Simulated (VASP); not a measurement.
# CuAu (P4/mmm) in VASP: a series of runs

The runs below take CuAu through single point, with r2SCAN, LDA.

Everything below comes from runs of VASP 6.6.1. Logs are shortened: lines on timing, memory, paths and dates and some standing lists are left out, and cuts for length are marked.

## Step 1: The cell of the first run

The structure is tetragonal, space group P4/mmm (No. 123). The conventional cell has a = 2.829 Å, b = 2.829 Å, c = 3.709 Å, α = 90.00°, β = 90.00°, γ = 90.00°. Within 3.6 Å of Au (site symmetry 4/mmm) lie 8 Cu at 2.73 Å and 4 Au at 2.83 Å. Within 3.6 Å of Cu (site symmetry 4/mmm) lie 8 Au at 2.73 Å and 4 Cu at 2.83 Å.

## Step 2: Single point, r2SCAN

POSCAR

```
CuAu
1.0
    2.8293642325      0.0000000000      0.0000000000
    0.0000000000      2.8293642325      0.0000000000
    0.0000000000      0.0000000000      3.7094046847
Au Cu
1 1
Direct
    0.0000000000      0.0000000000      0.0000000000
    0.5000000000      0.5000000000      0.5000000000
```

INCAR.step1

```
PREC     = Accurate       # precision mode
ENCUT    = 520            # plane-wave cutoff, eV
ISMEAR   = -1             # smearing method
SIGMA    = 0.05           # smearing width, eV
LREAL    = False          # projectors in reciprocal space
LASPH    = True           # aspherical terms in the spheres
NELM     = 100            # most SCF steps
NBANDS   = 18             # bands
GGA      = PE             # functional
ALGO     = Normal         # electronic algorithm
EDIFF    = 1E-4           # SCF threshold, eV
LWAVE    = True           # write WAVECAR
LCHARG   = False          # write CHGCAR
```

INCAR.step2

```
PREC     = Accurate       # precision mode
ENCUT    = 520            # plane-wave cutoff, eV
EDIFF    = 1E-6           # SCF threshold, eV
ISMEAR   = -1             # smearing method
SIGMA    = 0.05           # smearing width, eV
LREAL    = False          # projectors in reciprocal space
LASPH    = True           # aspherical terms in the spheres
NELM     = 100            # most SCF steps
ALGO     = Normal         # electronic algorithm
ISIF     = 2              # what is computed and relaxed
LWAVE    = False          # write WAVECAR
LCHARG   = False          # write CHGCAR
METAGGA  = R2SCAN         # meta-GGA
LMIXTAU  = True         
NBANDS   = 18             # bands
ISTART   = 1
```

KPOINTS

```
regular mesh
0
Gamma
  9 9 7
```

Potentials or basis: VASP PAW PBE potentials, release 64 (Au, Cu).

Command:

```console
$ cat potpaw_PBE.64/Au/POTCAR potpaw_PBE.64/Cu/POTCAR > POTCAR
$ cp INCAR.step1 INCAR
$ mpirun -np 1 vasp_std > vasp.out
$ cp INCAR.step2 INCAR
$ mpirun -np 1 vasp_std > vasp.out
```

OUTCAR:

```text
PREC = Accurate
   ENCUT = 520
   EDIFF = 1E-6
   ISMEAR = -1
   LREAL = False
   LASPH = True
   NELM = 100
   ISIF = 2
   METAGGA = R2SCAN
   ISTART = 1

 ion  position               nearest neighbor table
   1  0.000  0.000  0.000-   2 2.73   2 2.73   2 2.73   2 2.73   2 2.73   2 2.73   2 2.73   2 2.73

   2  0.500  0.500  0.500-   1 2.73   1 2.73   1 2.73   1 2.73   1 2.73   1 2.73   1 2.73   1 2.73

  LATTYP: Found a simple tetragonal cell.
 ALAT       =     2.8293642325
 C/A-ratio  =     1.3110382333

  Lattice vectors:

 A1 = (   2.8293642325,   0.0000000000,   0.0000000000)
 A2 = (   0.0000000000,   2.8293642325,   0.0000000000)
 A3 = (   0.0000000000,   0.0000000000,   3.7094046847)

Analysis of symmetry for initial positions (statically):
=====================================================================
 Subroutine PRICEL returns:
 Original cell was already a primitive cell.

 Routine SETGRP: Setting up the symmetry group for a
 simple tetragonal supercell.

 Subroutine GETGRP returns: Found 16 space group operations
 (whereof 16 operations were pure point group operations)
 out of a pool of 16 trial point group operations.

The static configuration has the point symmetry D_4h.

Analysis of symmetry for dynamics (positions and initial velocities):
=====================================================================
 Subroutine PRICEL returns:
 Original cell was already a primitive cell.

 Routine SETGRP: Setting up the symmetry group for a
 simple tetragonal supercell.

 Subroutine GETGRP returns: Found 16 space group operations
 (whereof 16 operations were pure point group operations)
 out of a pool of 16 trial point group operations.

The dynamic configuration has the point symmetry D_4h.

 Subroutine INISYM returns: Found 16 space group operations
 (whereof 16 operations are pure point group operations),
 and found     1 'primitive' translations

----------------------------------------------------------------------------------------

                                     Primitive cell

  volume of cell :      29.6949

  direct lattice vectors                    reciprocal lattice vectors
     2.829364233  0.000000000  0.000000000     0.353436291  0.000000000  0.000000000
     0.000000000  2.829364233  0.000000000     0.000000000  0.353436291  0.000000000
     0.000000000  0.000000000  3.709404685     0.000000000  0.000000000  0.269585037

  length of vectors
     2.829364233  2.829364233  3.709404685     0.353436291  0.353436291  0.269585037

  position of ions in fractional coordinates (direct lattice)
     0.000000000  0.000000000  0.000000000
     0.500000000  0.500000000  0.500000000

  ion indices of the primitive-cell ions
   primitive index   ion index
                 1           1
                 2           2

----------------------------------------------------------------------------------------

 KPOINTS: regular mesh

Automatic generation of k-mesh.
 Grid dimensions read from file:
 generate k-points for:    9    9    7

 Generating k-lattice:

  Cartesian coordinates                     Fractional coordinates (reciprocal lattice)
     0.039270699  0.000000000  0.000000000     0.111111111  0.000000000  0.000000000
     0.000000000  0.039270699  0.000000000     0.000000000  0.111111111  0.000000000
     0.000000000  0.000000000  0.038512148     0.000000000  0.000000000  0.142857143

  Length of vectors
     0.039270699  0.039270699  0.038512148

  Shift w.r.t. Gamma in fractional coordinates (k-lattice)
     0.000000000  0.000000000  0.000000000

 Subroutine IBZKPT returns following result:
 ===========================================

 Found     60 irreducible k-points:

 Following reciprocal coordinates:
            Coordinates               Weight
  0.000000  0.000000  0.000000      1.000000
  0.111111  0.000000  0.000000      4.000000
  0.222222  0.000000  0.000000      4.000000
  0.333333  0.000000  0.000000      4.000000
  0.444444  0.000000  0.000000      4.000000
  0.111111  0.111111  0.000000      4.000000
[... 16 lines left out ...]
  0.333333  0.111111  0.142857     16.000000
  0.444444  0.111111  0.142857     16.000000
 [... further k-points ...]
   k-points           NKPTS =     60   k-points in BZ     NKDIM =     60   number of bands    NBANDS=     18
   number of dos      NEDOS =    301   number of ions     NIONS =      2
   total plane-waves  NPLWV =  16128
   dimension x,y,z NGX =    24 NGY =   24 NGZ =   28
   dimension x,y,z NGXF=    48 NGYF=   48 NGZF=   56
   ions per type =               1   1
   NGX,Y,Z   is equivalent  to a cutoff of  14.10, 14.10, 12.55 a.u.
   NGXF,Y,Z  is equivalent  to a cutoff of  28.20, 28.20, 25.10 a.u.
 SYSTEM =  unknown system
   PREC   = accura    normal or accurate (medium, high low for compatibility)
   ISTART =      1    job   : 0-new  1-cont  2-samecut
   ICHARG =      0    charge: 1-file 2-atom 10-const
   ISPIN  =      1    spin polarized calculation?
   LNONCOLLINEAR =      F non collinear calculations
   LSORBIT =      F    spin-orbit coupling
   LASPH  =      T    aspherical Exc in radial PAW
   ENCUT  =  520.0 eV  38.22 Ry    6.18 a.u.   5.26  5.26  6.90*2*pi/ulx,y,z
   NELM   =    100;   NELMIN=  2; NELMDL=  0     # of ELM steps
   EDIFF  = 0.1E-05   stopping-criterion for ELM
   LREAL  =      F    real-space projection
   EDIFFG = 0.1E-04   stopping-criterion for IOM
   NSW    =      0    number of steps for IOM
   IBRION =     -1    ionic relax: 0-MD 1-quasi-New 2-CG
   NFREE  =      0    steps in history (QN), initial steepest desc. (CG)
   ISIF   =      2    stress and relaxation
   ISYM   =      2    0-nonsym 1-usesym 2-fastsym
   POTIM  = 0.5000    time-step for ionic-motion
   TEBEG  =    0.0;   TEEND  =   0.0 temperature during run
   PSTRESS=    0.0 pullay stress
   NELECT =      22.0000    total number of electrons
   NUPDOWN=      -1.0000    fix difference up-down
   EMIN   =  10.00;   EMAX   =-10.00  energy-range for DOS
   EFERMI =   0.00;   METHOD = LEGACY
   ISMEAR =    -1;   SIGMA  =   0.05  broadening in eV -4-tet -1-fermi 0-gaus
   EFERMI_NEDOS =   21; number of points for ismear=-14 and -15
   IALGO  =     38    algorithm
   IMIX   =      4    mixing-type and parameters
     AMIX     =   0.40;   BMIX     =  1.00
     AMIX_MAG =   1.60;   BMIX_MAG =  1.00
  volume/ion in A,a.u.               =      14.85       100.20
  Fermi-wavevector in a.u.,A,eV,Ry     =   1.481341  2.799329 29.856237  2.194372
  Thomas-Fermi vector in A             =   2.595263
   LORBIT       =      0    0 simple, 1 ext, 2 COOP (PROOUT), +10 PAW based schemes
   METAGGA = R2SCAN    functional components
   LHFCALC =     F    Hartree Fock is set to
   AEXX    =    0.0000 exact exchange contribution
   IVDW    =     0    specifies the selected vdW correction
   LEPSILON=     F    determine dielectric tensor
   LRPA    =     F    only Hartree local field effects (RPA)
 non-spin polarized calculation
  energy-cutoff  :      520.00
  volume of cell :       29.69
 maximum number of plane-waves:       821
 NGX is ok and might be reduce to    24
   NGX = 11   NGY = 11   NGZ = 13

 number of electron      22.0000011 magnetization

 Free energy of the ion-electron system (eV)
  ---------------------------------------------------
  ext. energy  EPLUGINS =         0.00000000
  ---------------------------------------------------
  free energy    TOTEN  =       -61.55348045 eV

  energy without entropy =      -61.54943893  energy(sigma->0) =      -61.55145969

 E-fermi :   8.2796     XC(G=0): -13.4677

 val. band max:        8.2495207189   @ k =   0.4444   0.4444   0.0000
 cond. band min:       8.3000720749   @ k =   0.3333   0.1111   0.4286
 fundamental gap:      0.0505513560
 Fermi energy:         8.2795924183

 k-point     1 :       0.0000    0.0000    0.0000
  band No.  band energies     occupation
      1      -1.5698      2.00000
      2       1.5335      2.00000
      3       1.7264      2.00000
      4       4.0972      2.00000
      5       4.0972      2.00000
      6       5.1276      2.00000
[... 10 lines left out ...]
     17      25.6782      0.00000
     18      26.4211      0.00000

 k-point     2 :       0.1111    0.0000    0.0000
  band No.  band energies     occupation
      1      -1.2781      2.00000
      2       1.6717      2.00000
      3       1.8957      2.00000
      4       3.9174      2.00000
      5       4.1620      2.00000
      6       5.0002      2.00000
[... 10 lines left out ...]
     17      26.4629      0.00000
     18      27.7523      0.00000

 k-point     3 :       0.2222    0.0000    0.0000
  band No.  band energies     occupation
      1      -0.4772      2.00000
      2       1.9459      2.00000
      3       2.4747      2.00000
      4       3.4539      2.00000
      5       4.3425      2.00000
      6       4.6699      2.00000
[... 10 lines left out ...]
     17      25.5005      0.00000
     18      27.4388      0.00000

 k-point     4 :       0.3333    0.0000    0.0000
  band No.  band energies     occupation
      1       0.5773      2.00000
      2       2.3084      2.00000
      3       2.9442      2.00000
      4       3.2664      2.00000
      5       4.2949      2.00000
      6       4.5908      2.00000
[... 10 lines left out ...]
     17      23.1530      0.00000
     18      26.1596      0.00000

 k-point     5 :       0.4444    0.0000    0.0000
  band No.  band energies     occupation
      1       1.3540      2.00000
      2       2.6309      2.00000
      3       2.7100      2.00000
      4       3.7992      2.00000
      5       4.0561      2.00000
      6       4.7998      2.00000
[... 10 lines left out ...]
     17      24.8847      0.00000
     18      25.1314      0.00000

 k-point     6 :       0.1111    0.1111    0.0000
  band No.  band energies     occupation
      1      -0.9867      2.00000
      2       1.8605      2.00000
      3       2.0073      2.00000
      4       3.8642      2.00000
      5       4.0628      2.00000
      6       4.8425      2.00000
[... 10 lines left out ...]
     17      26.7237      0.00000
     18      27.5528      0.00000

 k-point     7 :       0.2222    0.1111    0.0000
  band No.  band energies     occupation
      1      -0.1909      2.00000
      2       2.1599      2.00000
      3       2.5289      2.00000
      4       3.4338      2.00000
      5       4.0873      2.00000
      6       4.4768      2.00000
[... 10 lines left out ...]
     17      25.7247      0.00000
     18      28.4994      0.00000

 k-point     8 :       0.3333    0.1111    0.0000
  band No.  band energies     occupation
      1       0.8562      2.00000
      2       2.4804      2.00000
      3       2.9155      2.00000
      4       3.1289      2.00000
      5       4.1429      2.00000
      6       4.2851      2.00000
[... 10 lines left out ...]
     17      23.1930      0.00000
     18      26.2741      0.00000
[... 229 lines left out ...]
     17      24.8520      0.00000
     18      26.6562      0.00000

 k-point    20 :       0.4444    0.0000    0.1429
  band No.  band energies     occupation
      1       1.3901      2.00000
      2       2.1782      2.00000
      3       2.9391      2.00000
      4       3.9711      2.00000
      5       4.3510      2.00000
      6       4.6143      2.00000
[... 10 lines left out ...]
     17      25.0362      0.00000
     18      25.2189      0.00000

 k-point    21 :       0.1111    0.1111    0.1429
  band No.  band energies     occupation
      1      -0.7430      2.00000
      2       1.8995      2.00000
      3       2.0935      2.00000
      4       3.8830      2.00000
      5       4.0348      2.00000
      6       4.8455      2.00000
[... 10 lines left out ...]
     17      26.1636      0.00000
     18      28.1593      0.00000

 k-point    22 :       0.2222    0.1111    0.1429
  band No.  band energies     occupation
      1       0.0296      2.00000
      2       2.1954      2.00000
      3       2.6153      2.00000
      4       3.4126      2.00000
      5       4.0177      2.00000
      6       4.4418      2.00000
[... 10 lines left out ...]
     17      26.5633      0.00000
     18      27.5466      0.00000

 k-point    23 :       0.3333    0.1111    0.1429
  band No.  band energies     occupation
      1       0.9924      2.00000
      2       2.4040      2.00000
      3       2.9091      2.00000
      4       3.3258      2.00000
      5       4.0404      2.00000
      6       4.2957      2.00000
[... 10 lines left out ...]
     17      25.8490      0.00000
     18      26.3836      0.00000

 k-point    24 :       0.4444    0.1111    0.1429
  band No.  band energies     occupation
      1       1.7233      2.00000
      2       2.2312      2.00000
      3       2.9577      2.00000
      4       3.2977      2.00000
      5       4.1089      2.00000
      6       4.7936      2.00000
[... 10 lines left out ...]
     17      23.7816      0.00000
     18      24.5278      0.00000

 [... further k-points ...]
[... 5 lines left out ...]
  --------------------------------------------------------------------------------------
  -------------------------------------------------------------------------------------
  Total       -0.5900594     -0.5900594     -0.6409129      0.0000000      0.0000000     -0.0000000
  in kB      -31.8364339    -31.8364339    -34.5802104      0.0000000      0.0000000     -0.0000000
  external PRESSURE =     -32.7510261 kB  Pullay stress =       0.0000000 kB

 VOLUME and BASIS-vectors are now :
 -----------------------------------------------------------------------------
  energy-cutoff  :      520.00
  volume of cell :       29.69
      direct lattice vectors                 reciprocal lattice vectors
     2.829364233  0.000000000  0.000000000     0.353436291  0.000000000  0.000000000
     0.000000000  2.829364233  0.000000000     0.000000000  0.353436291  0.000000000
     0.000000000  0.000000000  3.709404685     0.000000000  0.000000000  0.269585037

 POSITION                                       TOTAL-FORCE (eV/Angst)
 -----------------------------------------------------------------------------------
      0.00000      0.00000      0.00000         0.000000      0.000000      0.000000
      1.41468      1.41468      1.85470         0.000000      0.000000      0.000000
 -----------------------------------------------------------------------------------
    total drift:                                0.000000      0.000000     -0.000000

  FREE ENERGIE OF THE ION-ELECTRON SYSTEM (eV)
  ---------------------------------------------------
  free  energy   TOTEN  =       -61.5534804484 eV

  energy  without entropy=      -61.5494389254  energy(sigma->0) =      -61.55145969
```

It took 53 s on 1 thread of Intel Xeon Platinum 8559C (Emerald Rapids), shared host; peak memory 0.17 GiB.

What came out:

```yaml
Free_energy: -61.5535 eV
Pressure: -3.3 GPa
Band_gap_on_the_k_mesh: zero (band 11 reaches 11.84 eV, above the bottom of band 12 at 6.27 eV)
```

Stress tensor (GPa, compression positive):
```
-3.18  0.00  0.00
 0.00 -3.18  0.00
 0.00  0.00 -3.46
```

Levels at points of the mesh, in eV from the Fermi level:
| k point | band 8 | band 9 | band 10 | band 11 | band 12 | band 13 | band 14 | band 15 |
| --- | --- | --- | --- | --- | --- | --- | --- | --- |
| (0.00, 0.00, 0.00) | -2.22 | -1.77 | -1.54 | -1.54 | 2.29 | 8.27 | 10.48 | 10.48 |

Caveat: the PAW data sets were made with another functional, which shifts forces and pressure a little; spin-orbit coupling is left out, which moves the levels of the heavy elements.

## Step 3: Single point, r2SCAN

This run uses another cell than the first one, of 15.14 Å³/atom, 1.020 times its volume.

POSCAR

```
CuAu
1.0
    2.8477372423      0.0000000000      0.0000000000
    0.0000000000      2.8477372423      0.0000000000
    0.0000000000      0.0000000000      3.7334924031
Au Cu
1 1
Direct
    0.0000000000      0.0000000000      0.0000000000
    0.5000000000      0.5000000000      0.5000000000
```

INCAR.step1

```
SYSTEM = CuAu
PREC = Accurate ; ENCUT = 520
ISMEAR = -1 ; SIGMA = 0.05
LREAL = .False. ; LASPH = .True.
NELM = 60 ; NBANDS = 18
GGA = PE ; ALGO = Normal
EDIFF = 1E-4 ; LWAVE = .True.
LCHARG = .False.
```

INCAR.step2

```
SYSTEM = CuAu
PREC = Accurate ; ENCUT = 520
EDIFF = 1E-6 ; ISMEAR = -1
SIGMA = 0.05 ; LREAL = .False.
LASPH = .True. ; NELM = 60
ALGO = Normal ; ISIF = 2
LWAVE = .False. ; LCHARG = .False.
METAGGA = R2SCAN ; LMIXTAU = .True.
NBANDS = 18 ; ISTART = 1
```

KPOINTS

```
regular mesh
0
Gamma
  9 9 7
  0 0 0
```

Potentials or basis: VASP PAW PBE potentials, release 64 (Au, Cu).

Command:

```console
$ cat potpaw_PBE.64/Au/POTCAR potpaw_PBE.64/Cu/POTCAR > POTCAR
$ cp INCAR.step1 INCAR
$ mpirun -np 1 vasp_std > vasp.out
$ cp INCAR.step2 INCAR
$ mpirun -np 1 vasp_std > vasp.out
```

It took 52 s on 1 thread of Intel Xeon Platinum 8559C (Emerald Rapids), shared host; peak memory 0.17 GiB.

It converged, with:

- Free energy: -61.5382 eV
- Pressure: -5.9 GPa
- Band gap on the k mesh: zero (band 11 reaches 11.50 eV, above the bottom of band 12 at 6.03 eV)

Levels at points of the mesh, in eV from the Fermi level:
| k point | band 8 | band 9 | band 10 | band 11 | band 12 | band 13 | band 14 | band 15 |
| --- | --- | --- | --- | --- | --- | --- | --- | --- |
| (0.00, 0.00, 0.00) | -2.19 | -1.75 | -1.53 | -1.53 | 2.31 | 8.09 | 10.39 | 10.39 |

Caveat: the PAW data sets were made with another functional, which shifts forces and pressure a little; spin-orbit coupling is left out, which moves the levels of the heavy elements.

[end of part 1 of 2]
